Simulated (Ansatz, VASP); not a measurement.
## Mg in VASP and in Ansatz

```
CELL_PARAMETERS angstrom
1.77373 -5.62665 0.00000
1.77373 5.62665 0.00000
0.00000 0.00000 4.69423
ATOMIC_POSITIONS crystal
Mg 0.09800 0.90200 0.91000
Mg 0.59800 0.40200 0.59000
Mg 0.90200 0.09800 0.09000
Mg 0.40200 0.59800 0.41000
```

Alike in both runs: task relaxation of cell and atoms; functional PBE; k mesh 6 × 6 × 4; occupations gaussian, width 0.1 eV; no spin polarisation.

|  | VASP | Ansatz |
| --- | --- | --- |
| version | VASP 6.6.1 | Ansatz 0.2.0 |
| potentials or method | VASP PAW PBE potentials, release 64 (Mg), cutoff 600 eV | scalar-relativistic, plane waves, PAW |
| valence electrons in the cell | 8 | 40 |

VASP gave:

```
gap on the k mesh at the Fermi level, each at its own relaxed structure (eV) : none
relaxed volume (Å³/atom)                                                     : 24.36
relaxed cell length with the largest relative difference (Å)                 : 5.386
```

Question: Which values does Ansatz return?

Answer: gap on the k mesh at the Fermi level, each at its own relaxed structure (eV): none; relaxed volume (Å³/atom): 24.41; relaxed cell length with the largest relative difference (Å): 5.364.

A gap of «none» marks a metal or a gap that the smearing closes. VASP's potentials hold 8 valence electrons a cell and Ansatz's 40, so a difference there can come from the potentials and not from the codes.
